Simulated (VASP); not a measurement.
# Ca3AsP (Pm-3m) in VASP: notebook

Ca3AsP is run at these levels: LDA; tasks: single point, relaxation of volume and atoms at fixed shape.

Everything below comes from runs of VASP 6.6.1. Logs are shortened: lines on timing, memory, paths and dates and some standing lists are left out, and cuts for length are marked.

## Step 1: The cell of the first run

The structure is cubic, space group Pm-3m (No. 221). The conventional cell has a = 5.203 Å, b = 5.203 Å, c = 5.203 Å, α = 90.00°, β = 90.00°, γ = 90.00°. Within 3.4 Å of Ca (site symmetry 4/mmm) lie 2 P at 2.60 Å. P (site symmetry m-3m) has 6 Ca at 2.60 Å within 3.4 Å. As (site symmetry m-3m) has 12 Ca at 3.68 Å and 8 P at 4.51 Å within 4.8 Å.

## Step 2: Single point, LDA

INCAR

```
SYSTEM = Ca3AsP
PREC = Accurate ; ENCUT = 520
EDIFF = 1E-6 ; ISMEAR = -1
SIGMA = 0.02 ; LREAL = .FALSE.
LASPH = .TRUE. ; NELM = 100
ALGO = Normal ; ISIF = 2
LWAVE = .FALSE. ; LCHARG = .FALSE.
NBANDS = 28
```

KPOINTS

```
Automatic mesh
0
G
  8 8 8
  0 0 0
```

POSCAR

```
Ca3AsP
1.0
    5.2027602437      0.0000000000      0.0000000000
    0.0000000000      5.2027602437      0.0000000000
    0.0000000000      0.0000000000      5.2027602437
Ca P As
3 1 1
Direct
    0.0000000000      0.5000000000      0.5000000000
    0.5000000000      0.0000000000      0.5000000000
    0.5000000000      0.5000000000      0.0000000000
    0.5000000000      0.5000000000      0.5000000000
    0.0000000000      0.0000000000      0.0000000000
```

Potentials or basis: VASP PAW LDA potentials, release 64 (Ca_sv, P, As).

The run is started by

```sh
cat potpaw_LDA.64/Ca_sv/POTCAR potpaw_LDA.64/P/POTCAR potpaw_LDA.64/As/POTCAR > POTCAR
mpirun -np 1 vasp_std > vasp.out
```

OUTCAR:

```text
SYSTEM = Ca3AsP
   PREC = Accurate
   ENCUT = 520
   EDIFF = 1E-6
   ISMEAR = -1
   LREAL = .FALSE.
   LASPH = .TRUE.
   NELM = 100
   ISIF = 2

 ion  position               nearest neighbor table
   1  0.000  0.500  0.500-   4 2.60   4 2.60
   2  0.500  0.000  0.500-   4 2.60   4 2.60
   3  0.500  0.500  0.000-   4 2.60   4 2.60
   4  0.500  0.500  0.500-   1 2.60   2 2.60   3 2.60   3 2.60   2 2.60   1 2.60
   5  0.000  0.000  0.000-

  LATTYP: Found a simple cubic cell.
 ALAT       =     5.2027602437

  Lattice vectors:

 A1 = (   5.2027602437,   0.0000000000,   0.0000000000)
 A2 = (   0.0000000000,   5.2027602437,   0.0000000000)
 A3 = (   0.0000000000,   0.0000000000,   5.2027602437)

Analysis of symmetry for initial positions (statically):
=====================================================================
 Subroutine PRICEL returns:
 Original cell was already a primitive cell.

 Routine SETGRP: Setting up the symmetry group for a
 simple cubic supercell.

 Subroutine GETGRP returns: Found 48 space group operations
 (whereof 48 operations were pure point group operations)
 out of a pool of 48 trial point group operations.

The static configuration has the point symmetry O_h .

Analysis of symmetry for dynamics (positions and initial velocities):
=====================================================================
 Subroutine PRICEL returns:
 Original cell was already a primitive cell.

 Routine SETGRP: Setting up the symmetry group for a
 simple cubic supercell.

 Subroutine GETGRP returns: Found 48 space group operations
 (whereof 48 operations were pure point group operations)
 out of a pool of 48 trial point group operations.

The dynamic configuration has the point symmetry O_h .

 Subroutine INISYM returns: Found 48 space group operations
 (whereof 48 operations are pure point group operations),
 and found     1 'primitive' translations

----------------------------------------------------------------------------------------

                                     Primitive cell

  volume of cell :     140.8320

  direct lattice vectors                    reciprocal lattice vectors
     5.202760244  0.000000000  0.000000000     0.192205666  0.000000000  0.000000000
     0.000000000  5.202760244  0.000000000     0.000000000  0.192205666  0.000000000
     0.000000000  0.000000000  5.202760244     0.000000000  0.000000000  0.192205666

[... 88 lines left out ...]
   NELM   =    100;   NELMIN=  2; NELMDL= -5     # of ELM steps
   EDIFF  = 0.1E-05   stopping-criterion for ELM
   LREAL  =      F    real-space projection
   EDIFFG = 0.1E-04   stopping-criterion for IOM
   NSW    =      0    number of steps for IOM
   IBRION =     -1    ionic relax: 0-MD 1-quasi-New 2-CG
   NFREE  =      0    steps in history (QN), initial steepest desc. (CG)
   ISIF   =      2    stress and relaxation
   ISYM   =      2    0-nonsym 1-usesym 2-fastsym
   POTIM  = 0.5000    time-step for ionic-motion
   TEBEG  =    0.0;   TEEND  =   0.0 temperature during run
   PSTRESS=    0.0 pullay stress
   NELECT =      40.0000    total number of electrons
   NUPDOWN=      -1.0000    fix difference up-down
   EMIN   =  10.00;   EMAX   =-10.00  energy-range for DOS
   EFERMI =   0.00;   METHOD = LEGACY
   ISMEAR =    -1;   SIGMA  =   0.02  broadening in eV -4-tet -1-fermi 0-gaus
   EFERMI_NEDOS =   21; number of points for ismear=-14 and -15
   IALGO  =     38    algorithm
   IMIX   =      4    mixing-type and parameters
     AMIX     =   0.40;   BMIX     =  1.00
     AMIX_MAG =   1.60;   BMIX_MAG =  1.00
  volume/ion in A,a.u.               =      28.17       190.08
  Fermi-wavevector in a.u.,A,eV,Ry     =   1.076121  2.033573 15.756035  1.158036
  Thomas-Fermi vector in A             =   2.211996
   LORBIT       =      0    0 simple, 1 ext, 2 COOP (PROOUT), +10 PAW based schemes
   GGA     = CA    functional components
   LHFCALC =     F    Hartree Fock is set to
   AEXX    =    0.0000 exact exchange contribution
   IVDW    =     0    specifies the selected vdW correction
   LEPSILON=     F    determine dielectric tensor
   LRPA    =     F    only Hartree local field effects (RPA)
 non-spin polarized calculation
  energy-cutoff  :      520.00
  volume of cell :      140.83
 maximum number of plane-waves:      3840
 NGX is ok and might be reduce to    40
   NGX = 19   NGY = 19   NGZ = 19

 number of electron      40.0000015 magnetization

 Free energy of the ion-electron system (eV)
  ---------------------------------------------------
  ext. energy  EPLUGINS =         0.00000000
  ---------------------------------------------------
  free energy    TOTEN  =       -22.45183866 eV

  energy without entropy =      -22.45182955  energy(sigma->0) =      -22.45183410

 E-fermi :   3.0245     XC(G=0):  -9.0063

 val. band max:        2.9091584738   @ k =   0.0000   0.0000   0.0000
 cond. band min:       3.1176669292   @ k =   0.0000   0.0000   0.0000
 fundamental gap:      0.2085084554
 Fermi energy:         3.0244618452

 k-point     1 :       0.0000    0.0000    0.0000
  band No.  band energies     occupation
      1     -37.5668      2.00000
      2     -37.5285      2.00000
      3     -37.5285      2.00000
      4     -19.0179      2.00000
      5     -19.0179      2.00000
      6     -19.0179      2.00000
[... 733 lines left out ...]
     27       6.3865      0.00000
     28       6.5468      0.00000

 [... further k-points ...]

------------------------ aborting loop because EDIFF is reached ----------------------------------------

  FORCE on cell =-STRESS in cart. coord.  units (eV):
  Direction    XX          YY          ZZ          XY          YZ          ZX
  --------------------------------------------------------------------------------------
  -------------------------------------------------------------------------------------
  Total        0.1669755      0.1669755      0.1669755     -0.0000000     -0.0000000      0.0000000
  in kB        1.8995992      1.8995992      1.8995992     -0.0000000     -0.0000000      0.0000000
  external PRESSURE =       1.8995992 kB  Pullay stress =       0.0000000 kB

 VOLUME and BASIS-vectors are now :
 -----------------------------------------------------------------------------
  energy-cutoff  :      520.00
  volume of cell :      140.83
      direct lattice vectors                 reciprocal lattice vectors
     5.202760244  0.000000000  0.000000000     0.192205666  0.000000000  0.000000000
     0.000000000  5.202760244  0.000000000     0.000000000  0.192205666  0.000000000
     0.000000000  0.000000000  5.202760244     0.000000000  0.000000000  0.192205666

 POSITION                                       TOTAL-FORCE (eV/Angst)
 -----------------------------------------------------------------------------------
      0.00000      2.60138      2.60138         0.000000      0.000000      0.000000
      2.60138      0.00000      2.60138         0.000000      0.000000      0.000000
      2.60138      2.60138      0.00000         0.000000      0.000000      0.000000
      2.60138      2.60138      2.60138         0.000000      0.000000      0.000000
      0.00000      0.00000      0.00000         0.000000      0.000000      0.000000
 -----------------------------------------------------------------------------------
    total drift:                                0.000000     -0.000000     -0.000000

  FREE ENERGIE OF THE ION-ELECTRON SYSTEM (eV)
  ---------------------------------------------------
  free  energy   TOTEN  =       -22.4518386553 eV

  energy  without entropy=      -22.4518295496  energy(sigma->0) =      -22.45183410
```

It took 70 s on 1 thread of AMD EPYC 9R45 (Zen 5), shared host; peak memory 0.25 GiB.

What came out:

```
Free energy            : -22.4518 eV
Pressure               : 0.2 GPa
Band gap on the k mesh : 0.21 eV
```

## Step 3: Relaxation of volume and atoms at fixed shape, LDA

This run uses another cell than the first one, of 30.35 Å³/atom.

INCAR

```
PREC = Accurate
ENCUT = 600
EDIFF = 1E-7
ISMEAR = -1
SIGMA = 0.02
LREAL = F
LASPH = T
NELM = 100
ALGO = Normal
ISIF = 8
LWAVE = F
LCHARG = F
IBRION = 2
NSW = 80
EDIFFG = -0.02
```

KPOINTS

```
regular mesh
0
Gamma
  8 8 8
```

Changes to POSCAR since step 2:

```diff
@@ -2,5 +2,5 @@
 1.0
-    5.2027602437      0.0000000000      0.0000000000
-    0.0000000000      5.2027602437      0.0000000000
-    0.0000000000      0.0000000000      5.2027602437
+    5.3338990000      0.0000000000      0.0000000000
+    0.0000000000      5.3338990000      0.0000000000
+    0.0000000000      0.0000000000      5.3338990000
 Ca P As
```

Potentials or basis: VASP PAW LDA potentials, release 64 (Ca_sv, P, As).

The run is started by

```sh
cat potpaw_LDA.64/Ca_sv/POTCAR potpaw_LDA.64/P/POTCAR potpaw_LDA.64/As/POTCAR > POTCAR
mpirun -np 1 vasp_std > vasp.out
```

OUTCAR:

```text
PREC = Accurate
   ENCUT = 600
   EDIFF = 1E-7
   ISMEAR = -1
   LREAL = F
   LASPH = T
   NELM = 100
   ISIF = 8
   IBRION = 2
   NSW = 80
   EDIFFG = -0.02

 ion  position               nearest neighbor table
   1  0.000  0.500  0.500-   4 2.67   4 2.67
   2  0.500  0.000  0.500-   4 2.67   4 2.67
   3  0.500  0.500  0.000-   4 2.67   4 2.67
   4  0.500  0.500  0.500-   1 2.67   2 2.67   3 2.67   3 2.67   2 2.67   1 2.67
   5  0.000  0.000  0.000-

  LATTYP: Found a simple cubic cell.
 ALAT       =     5.3338990000

  Lattice vectors:

 A1 = (   5.3338990000,   0.0000000000,   0.0000000000)
 A2 = (   0.0000000000,   5.3338990000,   0.0000000000)
 A3 = (   0.0000000000,   0.0000000000,   5.3338990000)

Analysis of symmetry for initial positions (statically):
=====================================================================
 Subroutine PRICEL returns:
 Original cell was already a primitive cell.

 Routine SETGRP: Setting up the symmetry group for a
 simple cubic supercell.

 Subroutine GETGRP returns: Found 48 space group operations
 (whereof 48 operations were pure point group operations)
 out of a pool of 48 trial point group operations.

The static configuration has the point symmetry O_h .

Analysis of symmetry for dynamics (positions and initial velocities):
=====================================================================
 Subroutine PRICEL returns:
 Original cell was already a primitive cell.

 Routine SETGRP: Setting up the symmetry group for a
 simple cubic supercell.

 Subroutine GETGRP returns: Found 48 space group operations
 (whereof 48 operations were pure point group operations)
 out of a pool of 48 trial point group operations.

The dynamic configuration has the point symmetry O_h .

 Subroutine INISYM returns: Found 48 space group operations
 (whereof 48 operations are pure point group operations),
 and found     1 'primitive' translations

----------------------------------------------------------------------------------------

                                     Primitive cell

  volume of cell :     151.7520

  direct lattice vectors                    reciprocal lattice vectors
     5.333899000  0.000000000  0.000000000     0.187480115  0.000000000  0.000000000
     0.000000000  5.333899000  0.000000000     0.000000000  0.187480115  0.000000000
     0.000000000  0.000000000  5.333899000     0.000000000  0.000000000  0.187480115

  length of vectors
     5.333899000  5.333899000  5.333899000     0.187480115  0.187480115  0.187480115

  position of ions in fractional coordinates (direct lattice)
     0.000000000  0.500000000  0.500000000
     0.500000000  0.000000000  0.500000000
     0.500000000  0.500000000  0.000000000
     0.500000000  0.500000000  0.500000000
     0.000000000  0.000000000  0.000000000

  ion indices of the primitive-cell ions
   primitive index   ion index
                 1           1
                 2           2
                 3           3
                 4           4
                 5           5

[... 50 lines left out ...]
  0.375000  0.375000  0.125000     24.000000
  0.500000  0.375000  0.125000     24.000000
 [... further k-points ...]
   k-points           NKPTS =     35   k-points in BZ     NKDIM =     35   number of bands    NBANDS=     24
   number of dos      NEDOS =    301   number of ions     NIONS =      5
   total plane-waves  NPLWV = 110592
   dimension x,y,z NGX =    48 NGY =   48 NGZ =   48
   dimension x,y,z NGXF=    96 NGYF=   96 NGZF=   96
   ions per type =               3   1   1
   NGX,Y,Z   is equivalent  to a cutoff of  14.96, 14.96, 14.96 a.u.
   NGXF,Y,Z  is equivalent  to a cutoff of  29.92, 29.92, 29.92 a.u.
 SYSTEM =  unknown system
   PREC   = accura    normal or accurate (medium, high low for compatibility)
   ISTART =      0    job   : 0-new  1-cont  2-samecut
   ICHARG =      2    charge: 1-file 2-atom 10-const
   ISPIN  =      1    spin polarized calculation?
   LNONCOLLINEAR =      F non collinear calculations
   LSORBIT =      F    spin-orbit coupling
   LASPH  =      T    aspherical Exc in radial PAW
   ENCUT  =  600.0 eV  44.10 Ry    6.64 a.u.  10.65 10.65 10.65*2*pi/ulx,y,z
   NELM   =    100;   NELMIN=  2; NELMDL= -5     # of ELM steps
   EDIFF  = 0.1E-06   stopping-criterion for ELM
   LREAL  =      F    real-space projection
   EDIFFG = -.2E-01   stopping-criterion for IOM
   NSW    =     80    number of steps for IOM
   IBRION =      2    ionic relax: 0-MD 1-quasi-New 2-CG
   NFREE  =      1    steps in history (QN), initial steepest desc. (CG)
   ISIF   =      8    stress and relaxation
   ISYM   =      2    0-nonsym 1-usesym 2-fastsym
   POTIM  = 0.5000    time-step for ionic-motion
   TEBEG  =    0.0;   TEEND  =   0.0 temperature during run
   PSTRESS=    0.0 pullay stress
   NELECT =      40.0000    total number of electrons
   NUPDOWN=      -1.0000    fix difference up-down
   EMIN   =  10.00;   EMAX   =-10.00  energy-range for DOS
   EFERMI =   0.00;   METHOD = LEGACY
   ISMEAR =    -1;   SIGMA  =   0.02  broadening in eV -4-tet -1-fermi 0-gaus
   EFERMI_NEDOS =   21; number of points for ismear=-14 and -15
   IALGO  =     38    algorithm
   IMIX   =      4    mixing-type and parameters
     AMIX     =   0.40;   BMIX     =  1.00
     AMIX_MAG =   1.60;   BMIX_MAG =  1.00
  volume/ion in A,a.u.               =      30.35       204.81
  Fermi-wavevector in a.u.,A,eV,Ry     =   1.049663  1.983576 14.990806  1.101793
  Thomas-Fermi vector in A             =   2.184635
   LORBIT       =      0    0 simple, 1 ext, 2 COOP (PROOUT), +10 PAW based schemes
   GGA     = CA    functional components
   LHFCALC =     F    Hartree Fock is set to
   AEXX    =    0.0000 exact exchange contribution
   IVDW    =     0    specifies the selected vdW correction
   LEPSILON=     F    determine dielectric tensor
   LRPA    =     F    only Hartree local field effects (RPA)
 conjugate gradient relaxation of ions
 non-spin polarized calculation
  energy-cutoff  :      600.00
  volume of cell :      151.75
 maximum number of plane-waves:      5092
 NGX is ok and might be reduce to    48
   NGX = 21   NGY = 21   NGZ = 21

--------------------------------------- Ionic step        1  -------------------------------------------

 number of electron      40.0000002 magnetization

 Free energy of the ion-electron system (eV)
  ---------------------------------------------------
  ext. energy  EPLUGINS =         0.00000000
  ---------------------------------------------------
  free energy    TOTEN  =       -22.36104464 eV

  energy without entropy =      -22.36091079  energy(sigma->0) =      -22.36097771

------------------------ aborting loop because EDIFF is reached ----------------------------------------

  FORCE on cell =-STRESS in cart. coord.  units (eV):
  Direction    XX          YY          ZZ          XY          YZ          ZX
  --------------------------------------------------------------------------------------
  -------------------------------------------------------------------------------------
  Total       -2.5797038     -2.5797038     -2.5797038     -0.0000000     -0.0000000     -0.0000000
  in kB      -27.2361719    -27.2361719    -27.2361719     -0.0000000     -0.0000000     -0.0000000
  external PRESSURE =     -27.2361719 kB  Pullay stress =       0.0000000 kB
[... 65 lines left out ...]
--------------------------------------- Ionic step        3  -------------------------------------------

 number of electron      40.0000001 magnetization

 Free energy of the ion-electron system (eV)
  ---------------------------------------------------
  ext. energy  EPLUGINS =         0.00000000
  ---------------------------------------------------
  free energy    TOTEN  =       -22.45342136 eV

  energy without entropy =      -22.45341023  energy(sigma->0) =      -22.45341580

 E-fermi :   2.9916     XC(G=0):  -8.9889

 val. band max:        2.8811381286   @ k =   0.0000   0.0000   0.0000
 cond. band min:       3.0799701914   @ k =   0.0000   0.0000   0.0000
 fundamental gap:      0.1988320629
 Fermi energy:         2.9916205353

 k-point     1 :       0.0000    0.0000    0.0000
  band No.  band energies     occupation
      1     -37.6061      2.00000
      2     -37.5685      2.00000
      3     -37.5685      2.00000
      4     -19.0540      2.00000
      5     -19.0540      2.00000
      6     -19.0540      2.00000
[... 637 lines left out ...]
     23       4.9409      0.00000
     24       5.3011      0.00000

 [... further k-points ...]

------------------------ aborting loop because EDIFF is reached ----------------------------------------

  FORCE on cell =-STRESS in cart. coord.  units (eV):
  Direction    XX          YY          ZZ          XY          YZ          ZX
  --------------------------------------------------------------------------------------
  -------------------------------------------------------------------------------------
  Total        0.0023981      0.0023981      0.0023981      0.0000000      0.0000000      0.0000000
  in kB        0.0271584      0.0271584      0.0271584      0.0000000      0.0000000      0.0000000
  external PRESSURE =       0.0271584 kB  Pullay stress =       0.0000000 kB
[... 20 lines left out ...]
  FREE ENERGIE OF THE ION-ELECTRON SYSTEM (eV)
  ---------------------------------------------------
  free  energy   TOTEN  =       -22.4534213633 eV

  energy  without entropy=      -22.4534102343  energy(sigma->0) =      -22.45341580

 reached required accuracy - stopping structural energy minimisation
```

It took 4.7 min on 1 thread of AMD EPYC 9R45 (Zen 5), shared host; peak memory 0.34 GiB.

What came out:

```yaml
Free_energy: -22.4534 eV
Relaxed_volume: 28.29 Å³/atom
Relaxed_cell: a = 5.211 Å, b = 5.211 Å, c = 5.211 Å, α = 90.00°, β = 90.00°, γ = 90.00°
Space_group_after_relaxing_to_0.1_Å: Pm-3m (No. 221)
Energy_gained_by_relaxing: 18.5 meV/atom
Ionic_steps: 3
Pressure_after_relaxing: 0.0 GPa
Band_gap_on_the_k_mesh: 0.20 eV
```

The path:
| step | energy change (eV) | largest force (eV/Å) | pressure (GPa) | volume (Å³) |
| --- | --- | --- | --- | --- |
| 1 | 0.0000 | 0.0000 | -2.72 | 151.75 |
| 2 | -0.0918 | 0.0000 | 0.25 | 140.70 |
| 3 | -0.0924 | 0.0000 | 0.00 | 141.47 |

Final structure:
```yaml
crystal:
  lattice:
    - [5.21066, 0.00000, 0.00000]
    - [0.00000, 5.21066, 0.00000]
    - [0.00000, 0.00000, 5.21066]
  atoms:
    - { symbol: Ca, position: [0.00000, 0.50000, 0.50000] }
    - { symbol: Ca, position: [0.50000, 0.00000, 0.50000] }
    - { symbol: Ca, position: [0.50000, 0.50000, 0.00000] }
    - { symbol: P, position: [0.50000, 0.50000, 0.50000] }
    - { symbol: As, position: [0.00000, 0.00000, 0.00000] }
```
